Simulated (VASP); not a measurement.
Wanted: the native input for a VASP 6.6.1 run.

```
Task                   : single point
Functional             : PBEsol
Dispersion             : D3(BJ)
Potentials or basis    : VASP PAW PBE potentials, release 64 (Ce, O)
Cutoff                 : 520 eV
k mesh                 : 8 × 8 × 8
Occupations            : gaussian, width 0.05 eV
Spin                   : no spin polarisation
Dipole correction      : no
Further INCAR settings : ALGO = Normal; EDIFF = 1e-06; NBANDS = 19
```

The structure of CeO2 lies in POSCAR:

```
CeO2
1.0
    0.0000000000      2.6662597324      2.6662597324
    2.6662597324      0.0000000000      2.6662597324
    2.6662597324      2.6662597324      0.0000000000
Ce O
1 2
Direct
    0.0000000000      0.0000000000      0.0000000000
    0.2500000000      0.2500000000      0.2500000000
    0.7500000000      0.7500000000      0.7500000000
```

The input as run:

INCAR

```
SYSTEM = CeO2
PREC = Accurate ; ENCUT = 520
EDIFF = 1E-6 ; ISMEAR = 0
SIGMA = 0.05 ; LREAL = .FALSE.
LASPH = .TRUE. ; NELM = 60
ALGO = Normal ; ISIF = 2
LWAVE = .FALSE. ; LCHARG = .FALSE.
GGA = PS ; IVDW = 12
NBANDS = 19
```

KPOINTS

```
regular mesh
0
G
  8 8 8
  0 0 0
```

Potentials or basis: VASP PAW PBE potentials, release 64 (Ce, O).

Command:

```console
$ cat potpaw_PBE.64/Ce/POTCAR potpaw_PBE.64/O/POTCAR > POTCAR
$ mpirun -np 1 vasp_std > vasp.out
```

It gave:

```yaml
Pressure: 4.2 GPa
Band_gap_on_the_k_mesh: 2.08 eV (least direct gap 2.20 eV)
Dispersion_energy_per_atom: -0.264 eV
```

Caveat: the cell stands under pressure; the PAW data sets were made with another functional, which shifts forces and pressure a little; spin-orbit coupling is left out, which moves the levels of the heavy elements; semilocal functionals describe open f shells poorly, which spoils levels, moments and volumes.

It took 54 s on 1 thread of AMD EPYC 7R13, with other jobs on the host, peak memory 0.16 GiB.
